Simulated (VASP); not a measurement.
# ScGaS (P4/mmm) in VASP: notebook

ScGaS is run at these levels: PBE; tasks: single point, relaxation of cell and atoms.

Program: VASP 6.6.1. These are calculated values, not measurements. Logs are shortened: lines on timing, memory, paths and dates and some standing lists are left out, and cuts for length are marked.

## 1. The cell of the first run

It takes space group P4/mmm (No. 123, tetragonal). The conventional cell has a = 3.507 Å, b = 3.507 Å, c = 4.971 Å, α = 90.00°, β = 90.00°, γ = 90.00°. Within 3.3 Å of Sc (site symmetry 4/mmm) lie 2 Ga at 2.49 Å. Ga (site symmetry 4/mmm) has 4 S at 2.48 Å and 2 Sc at 2.49 Å within 3.3 Å. S (site symmetry 4/mmm) has 4 Ga at 2.48 Å within 3.3 Å.

The cell was built from a structure type or drawn by symmetry, and may not be a known phase.

## 2. Single point, PBE

Contents of INCAR:

```
ALGO     = Normal         # electronic algorithm
EDIFF    = 1E-6           # SCF threshold, eV
ENCUT    = 520            # plane-wave cutoff, eV
GGA      = PE             # functional
ISIF     = 2              # what is computed and relaxed
ISMEAR   = 0              # smearing method
LASPH    = T              # aspherical terms in the spheres
LCHARG   = F              # write CHGCAR
LREAL    = F              # projectors in reciprocal space
LWAVE    = F              # write WAVECAR
NBANDS   = 22             # bands
NELM     = 100            # most SCF steps
PREC     = Accurate       # precision mode
SIGMA    = 0.1            # smearing width, eV
```

Contents of KPOINTS:

```
k-points
0
Gamma
  6 6 4
```

Contents of POSCAR:

```
ScGaS
1.0
    3.5069621700      0.0000000000      0.0000000000
    0.0000000000      3.5069621700      0.0000000000
    0.0000000000      0.0000000000      4.9707813900
Sc Ga S
1 1 1
Direct
    0.5000000000      0.5000000000      0.5000000000
    0.5000000000      0.5000000000      0.0000000000
    0.0000000000      0.0000000000      0.0000000000
```

Potentials or basis: VASP PAW PBE potentials, release 64 (Sc_sv, Ga_d, S).

The run is started by

```
$ cat potpaw_PBE.64/Sc_sv/POTCAR potpaw_PBE.64/Ga_d/POTCAR potpaw_PBE.64/S/POTCAR > POTCAR
$ mpirun -np 1 vasp_std > vasp.out
```

OUTCAR:

```text
EDIFF = 1E-6
   ENCUT = 520
   GGA = PE
   ISIF = 2
   ISMEAR = 0
   LASPH = T
   LREAL = F
   NELM = 100
   PREC = Accurate

 ion  position               nearest neighbor table
   1  0.500  0.500  0.500-   2 2.49   2 2.49
   2  0.500  0.500  0.000-   3 2.48   3 2.48   3 2.48   3 2.48   1 2.49   1 2.49
   3  0.000  0.000  0.000-   2 2.48   2 2.48   2 2.48   2 2.48

  LATTYP: Found a simple tetragonal cell.
 ALAT       =     3.5069621700
 C/A-ratio  =     1.4174037669

  Lattice vectors:

 A1 = (   3.5069621700,   0.0000000000,   0.0000000000)
 A2 = (   0.0000000000,   3.5069621700,   0.0000000000)
 A3 = (   0.0000000000,   0.0000000000,   4.9707813900)

Analysis of symmetry for initial positions (statically):
=====================================================================
 Subroutine PRICEL returns:
 Original cell was already a primitive cell.

 Routine SETGRP: Setting up the symmetry group for a
 simple tetragonal supercell.

 Subroutine GETGRP returns: Found 16 space group operations
 (whereof 16 operations were pure point group operations)
 out of a pool of 16 trial point group operations.

The static configuration has the point symmetry D_4h.

Analysis of symmetry for dynamics (positions and initial velocities):
=====================================================================
 Subroutine PRICEL returns:
 Original cell was already a primitive cell.

 Routine SETGRP: Setting up the symmetry group for a
 simple tetragonal supercell.

 Subroutine GETGRP returns: Found 16 space group operations
 (whereof 16 operations were pure point group operations)
 out of a pool of 16 trial point group operations.

The dynamic configuration has the point symmetry D_4h.

 Subroutine INISYM returns: Found 16 space group operations
 (whereof 16 operations are pure point group operations),
 and found     1 'primitive' translations

----------------------------------------------------------------------------------------

                                     Primitive cell

  volume of cell :      61.1346

  direct lattice vectors                    reciprocal lattice vectors
     3.506962170  0.000000000  0.000000000     0.285147074  0.000000000  0.000000000
     0.000000000  3.506962170  0.000000000     0.000000000  0.285147074  0.000000000
     0.000000000  0.000000000  4.970781390     0.000000000  0.000000000  0.201175614

  length of vectors
     3.506962170  3.506962170  4.970781390     0.285147074  0.285147074  0.201175614

  position of ions in fractional coordinates (direct lattice)
     0.500000000  0.500000000  0.500000000
     0.500000000  0.500000000  0.000000000
     0.000000000  0.000000000  0.000000000

  ion indices of the primitive-cell ions
   primitive index   ion index
                 1           1
                 2           2
                 3           3

----------------------------------------------------------------------------------------

 KPOINTS: k-points

Automatic generation of k-mesh.
 Grid dimensions read from file:
 generate k-points for:    6    6    4

 Generating k-lattice:

  Cartesian coordinates                     Fractional coordinates (reciprocal lattice)
     0.047524512  0.000000000  0.000000000     0.166666667  0.000000000  0.000000000
     0.000000000  0.047524512  0.000000000     0.000000000  0.166666667  0.000000000
     0.000000000  0.000000000  0.050293904     0.000000000  0.000000000  0.250000000

  Length of vectors
     0.047524512  0.047524512  0.050293904

  Shift w.r.t. Gamma in fractional coordinates (k-lattice)
     0.000000000  0.000000000  0.000000000

 Subroutine IBZKPT returns following result:
 ===========================================

 Found     30 irreducible k-points:

 Following reciprocal coordinates:
            Coordinates               Weight
  0.000000  0.000000  0.000000      1.000000
  0.166667  0.000000  0.000000      4.000000
  0.333333  0.000000  0.000000      4.000000
  0.500000  0.000000  0.000000      2.000000
  0.166667  0.166667  0.000000      4.000000
  0.333333  0.166667  0.000000      8.000000
[... 16 lines left out ...]
  0.333333  0.000000  0.500000      4.000000
  0.500000  0.000000  0.500000      2.000000
 [... further k-points ...]
   k-points           NKPTS =     30   k-points in BZ     NKDIM =     30   number of bands    NBANDS=     22
   number of dos      NEDOS =    301   number of ions     NIONS =      3
   total plane-waves  NPLWV =  31360
   dimension x,y,z NGX =    28 NGY =   28 NGZ =   40
   dimension x,y,z NGXF=    56 NGYF=   56 NGZF=   80
   ions per type =               1   1   1
   NGX,Y,Z   is equivalent  to a cutoff of  13.27, 13.27, 13.38 a.u.
   NGXF,Y,Z  is equivalent  to a cutoff of  26.55, 26.55, 26.76 a.u.
 SYSTEM =  unknown system
   PREC   = accura    normal or accurate (medium, high low for compatibility)
   ISTART =      0    job   : 0-new  1-cont  2-samecut
   ICHARG =      2    charge: 1-file 2-atom 10-const
   ISPIN  =      1    spin polarized calculation?
   LNONCOLLINEAR =      F non collinear calculations
   LSORBIT =      F    spin-orbit coupling
   LASPH  =      T    aspherical Exc in radial PAW
   ENCUT  =  520.0 eV  38.22 Ry    6.18 a.u.   6.52  6.52  9.24*2*pi/ulx,y,z
   NELM   =    100;   NELMIN=  2; NELMDL= -5     # of ELM steps
   EDIFF  = 0.1E-05   stopping-criterion for ELM
   LREAL  =      F    real-space projection
   EDIFFG = 0.1E-04   stopping-criterion for IOM
   NSW    =      0    number of steps for IOM
   IBRION =     -1    ionic relax: 0-MD 1-quasi-New 2-CG
   NFREE  =      0    steps in history (QN), initial steepest desc. (CG)
   ISIF   =      2    stress and relaxation
   ISYM   =      2    0-nonsym 1-usesym 2-fastsym
   POTIM  = 0.5000    time-step for ionic-motion
   TEBEG  =    0.0;   TEEND  =   0.0 temperature during run
   PSTRESS=    0.0 pullay stress
   NELECT =      30.0000    total number of electrons
   NUPDOWN=      -1.0000    fix difference up-down
   EMIN   =  10.00;   EMAX   =-10.00  energy-range for DOS
   EFERMI =   0.00;   METHOD = LEGACY
   ISMEAR =     0;   SIGMA  =   0.10  broadening in eV -4-tet -1-fermi 0-gaus
   EFERMI_NEDOS =   21; number of points for ismear=-14 and -15
   IALGO  =     38    algorithm
   IMIX   =      4    mixing-type and parameters
     AMIX     =   0.40;   BMIX     =  1.00
     AMIX_MAG =   1.60;   BMIX_MAG =  1.00
  volume/ion in A,a.u.               =      20.38       137.52
  Fermi-wavevector in a.u.,A,eV,Ry     =   1.291278  2.440161 22.686327  1.667398
  Thomas-Fermi vector in A             =   2.423057
   LORBIT       =      0    0 simple, 1 ext, 2 COOP (PROOUT), +10 PAW based schemes
   GGA     = PE    functional components
   LHFCALC =     F    Hartree Fock is set to
   AEXX    =    0.0000 exact exchange contribution
   IVDW    =     0    specifies the selected vdW correction
   LEPSILON=     F    determine dielectric tensor
   LRPA    =     F    only Hartree local field effects (RPA)
 non-spin polarized calculation
 Gauss-broadening in eV      SIGMA  =   0.10
  energy-cutoff  :      520.00
  volume of cell :       61.13
 maximum number of plane-waves:      1675
 NGX is ok and might be reduce to    28
   NGX = 13   NGY = 13   NGZ = 19

 number of electron      30.0000006 magnetization

 Free energy of the ion-electron system (eV)
  ---------------------------------------------------
  ext. energy  EPLUGINS =         0.00000000
  ---------------------------------------------------
  free energy    TOTEN  =       -12.16774518 eV

  energy without entropy =      -12.15263995  energy(sigma->0) =      -12.16019257

 E-fermi :   5.5844     XC(G=0): -10.1950

 val. band max:        5.5677956914   @ k =   0.3333   0.1667   0.5000
 cond. band min:       5.6042979796   @ k =   0.5000   0.0000   0.5000
 fundamental gap:      0.0365022882
 Fermi energy:         5.5843820634

 k-point     1 :       0.0000    0.0000    0.0000
  band No.  band energies     occupation
      1     -44.4286      2.00000
      2     -23.0945      2.00000
      3     -23.0945      2.00000
      4     -23.0236      2.00000
      5      -9.9738      2.00000
      6      -9.3817      2.00000
[... 14 lines left out ...]
     21       9.4834      0.00000
     22      10.3041      0.00000

 k-point     2 :       0.1667    0.0000    0.0000
  band No.  band energies     occupation
      1     -44.4267      2.00000
      2     -23.1203      2.00000
      3     -23.0924      2.00000
      4     -23.0207      2.00000
      5      -9.8245      2.00000
      6      -9.3741      2.00000
[... 14 lines left out ...]
     21       9.4221      0.00000
     22      10.9085      0.00000

 k-point     3 :       0.3333    0.0000    0.0000
  band No.  band energies     occupation
      1     -44.4227      2.00000
      2     -23.1716      2.00000
      3     -23.0882      2.00000
      4     -23.0150      2.00000
      5      -9.5596      2.00000
      6      -9.4111      2.00000
[... 14 lines left out ...]
     21       8.8561      0.00000
     22       9.5174      0.00000

 k-point     4 :       0.5000    0.0000    0.0000
  band No.  band energies     occupation
      1     -44.4207      2.00000
      2     -23.1970      2.00000
      3     -23.0861      2.00000
      4     -23.0121      2.00000
      5      -9.4649      2.00000
      6      -9.4293      2.00000
[... 14 lines left out ...]
     21       8.3471      0.00000
     22       8.4565      0.00000

 k-point     5 :       0.1667    0.1667    0.0000
  band No.  band energies     occupation
      1     -44.4247      2.00000
      2     -23.1187      2.00000
      3     -23.1173      2.00000
      4     -23.0179      2.00000
      5      -9.7443      2.00000
      6      -9.4080      2.00000
[... 14 lines left out ...]
     21       9.5530      0.00000
     22      10.0628      0.00000

 k-point     6 :       0.3333    0.1667    0.0000
  band No.  band energies     occupation
      1     -44.4207      2.00000
      2     -23.1689      2.00000
      3     -23.1134      2.00000
      4     -23.0123      2.00000
      5      -9.6371      2.00000
      6      -9.4466      2.00000
[... 14 lines left out ...]
     21       8.6786      0.00000
     22      10.0739      0.00000

 k-point     7 :       0.5000    0.1667    0.0000
  band No.  band energies     occupation
      1     -44.4187      2.00000
      2     -23.1941      2.00000
      3     -23.1111      2.00000
      4     -23.0095      2.00000
      5      -9.6153      2.00000
      6      -9.4489      2.00000
[... 324 lines left out ...]
      6      -9.3783      2.00000
[... 14 lines left out ...]
     21       8.6309      0.00000
     22      10.0616      0.00000

 k-point    21 :       0.0000    0.0000    0.5000
  band No.  band energies     occupation
      1     -44.4283      2.00000
      2     -23.0948      2.00000
      3     -23.0948      2.00000
      4     -23.0435      2.00000
      5      -9.9571      2.00000
      6      -9.3813      2.00000
[... 14 lines left out ...]
     21       9.6715      0.00000
     22      11.1609      0.00000

 k-point    22 :       0.1667    0.0000    0.5000
  band No.  band energies     occupation
      1     -44.4263      2.00000
      2     -23.1206      2.00000
      3     -23.0927      2.00000
      4     -23.0403      2.00000
      5      -9.8100      2.00000
      6      -9.3739      2.00000
[... 14 lines left out ...]
     21      10.4483      0.00000
     22      11.7147      0.00000

 k-point    23 :       0.3333    0.0000    0.5000
  band No.  band energies     occupation
      1     -44.4224      2.00000
      2     -23.1717      2.00000
      3     -23.0886      2.00000
      4     -23.0340      2.00000
      5      -9.5250      2.00000
      6      -9.4109      2.00000
[... 14 lines left out ...]
     21      10.3004      0.00000
     22      10.3786      0.00000

 k-point    24 :       0.5000    0.0000    0.5000
  band No.  band energies     occupation
      1     -44.4204      2.00000
      2     -23.1970      2.00000
      3     -23.0865      2.00000
      4     -23.0309      2.00000
      5      -9.4291      2.00000
      6      -9.4157      2.00000
[... 14 lines left out ...]
     21       8.9453      0.00000
     22       9.2990      0.00000

 [... further k-points ...]

------------------------ aborting loop because EDIFF is reached ----------------------------------------

  FORCE on cell =-STRESS in cart. coord.  units (eV):
  Direction    XX          YY          ZZ          XY          YZ          ZX
  --------------------------------------------------------------------------------------
  -------------------------------------------------------------------------------------
  Total        2.5924879      2.5924879      7.3039523      0.0000000      0.0000000      0.0000000
  in kB       67.9423400     67.9423400    191.4175189      0.0000000      0.0000000      0.0000000
  external PRESSURE =     109.1007330 kB  Pullay stress =       0.0000000 kB

 VOLUME and BASIS-vectors are now :
 -----------------------------------------------------------------------------
  energy-cutoff  :      520.00
  volume of cell :       61.13
      direct lattice vectors                 reciprocal lattice vectors
     3.506962170  0.000000000  0.000000000     0.285147074  0.000000000  0.000000000
     0.000000000  3.506962170  0.000000000     0.000000000  0.285147074  0.000000000
     0.000000000  0.000000000  4.970781390     0.000000000  0.000000000  0.201175614

 POSITION                                       TOTAL-FORCE (eV/Angst)
 -----------------------------------------------------------------------------------
      1.75348      1.75348      2.48539         0.000000      0.000000      0.000000
      1.75348      1.75348      0.00000         0.000000      0.000000      0.000000
      0.00000      0.00000      0.00000         0.000000      0.000000      0.000000
 -----------------------------------------------------------------------------------
    total drift:                                0.000000      0.000000     -0.000000

  FREE ENERGIE OF THE ION-ELECTRON SYSTEM (eV)
  ---------------------------------------------------
  free  energy   TOTEN  =       -12.1677451794 eV

  energy  without entropy=      -12.1526399541  energy(sigma->0) =      -12.16019257
```

It took 33 s on 1 thread of Intel Xeon Platinum 8259CL at 2.50GHz (Skylake/Cascade Lake), shared host; peak memory 0.2 GiB.

What came out:

```yaml
Free_energy: -12.1677 eV
Pressure: 10.9 GPa
Band_gap_on_the_k_mesh: zero (bands 15 and 16 overlap by 0.37 eV)
```

Stress tensor (GPa, compression positive):
```
 6.79  0.00  0.00
 0.00  6.79  0.00
 0.00  0.00 19.14
```

Levels at points of the mesh, in eV from the Fermi level:
```tsv
k point	band 13	band 14	band 15	band 16	band 17	band 18
(0.00, 0.00, 0.00)	-3.72	-3.72	-2.03	-0.18	1.68	1.68
(0.50, 0.00, 0.00)	-2.37	-0.35	0.09	0.60	0.75	1.74
(0.50, 0.50, 0.00)	-5.75	-2.90	-0.25	0.21	0.21	2.31
(0.00, 0.00, 0.50)	-3.82	-2.91	-0.74	-0.03	1.20	2.02
(0.50, 0.00, 0.50)	-2.60	-2.29	-0.07	0.02	0.86	1.48
(0.50, 0.50, 0.50)	-4.89	-3.72	-1.17	1.16	1.49	1.49
```

Caveat: the cell stands under pressure.

(Part 1 of 2 ends here.)
